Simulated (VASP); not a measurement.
The system is In2SiH2.

```
In Si H
1.0
     4.67706    0.00000    0.00000
     0.00000    4.67706    0.00000
     0.00000    0.00000    4.53056
In Si H
2 1 2
Direct
  0.00000 0.00000 0.00000
  0.50000 0.50000 0.00000
  0.50000 0.50000 0.50000
  0.00000 0.50000 0.50000
  0.50000 0.00000 0.50000
```

The cell was generated, and may not be a known phase.

| Quantity | Value |
| --- | --- |
| Program | VASP 6.6.1 |
| Task | relaxation of cell and atoms |
| Functional | PBE |
| Potentials or basis | VASP PAW PBE potentials, release 64 (In_d, Si, H) |
| Cutoff | 600 eV |
| k mesh | 3 × 3 × 3 |
| Occupations | gaussian, width 0.15 eV |
| Spin | no spin polarisation |

At the start: pressure 2.6 GPa; volume 19.82 Å³/atom.

Q: Where does the relaxation end?

A: Over 7 steps the energy falls by 295.6 meV/atom and the volume is 17.85 Å³/atom (-9.9 %); space group P4/mmm (No. 123, to 0.1 Å) before and after.

The path:
| step | energy change (eV) | largest force (eV/Å) | pressure (GPa) | volume (Å³) |
| --- | --- | --- | --- | --- |
| 1 | 0.0000 | 0.0000 | 2.57 | 99.11 |
| 2 | -1.1293 | 0.0000 | -3.72 | 102.64 |
| 3 | -1.1731 | 0.0000 | -4.28 | 102.99 |
| 4 | -1.2171 | 0.0000 | -4.77 | 103.56 |
| 5 | -1.4377 | 0.0000 | -2.34 | 94.44 |
| 6 | -1.4772 | 0.0000 | -0.45 | 89.94 |
| 7 | -1.4779 | 0.0000 | -0.11 | 89.25 |

Final structure:
```
In Si H
1.0
     4.07813    0.00000    0.00000
     0.00000    4.07813    0.00000
     0.00000    0.00000    5.36648
In Si H
2 1 2
Direct
  0.00000 0.00000 0.00000
  0.50000 0.50000 0.00000
  0.50000 0.50000 0.50000
  0.00000 0.50000 0.50000
  0.50000 0.00000 0.50000
```

Caveat: the k points lie up to 0.51 Å⁻¹ apart in the final cell, too coarse for converged energies and pressures of a metal; a cell axis changed by over 15 % at a fixed basis, so the end point is rough.
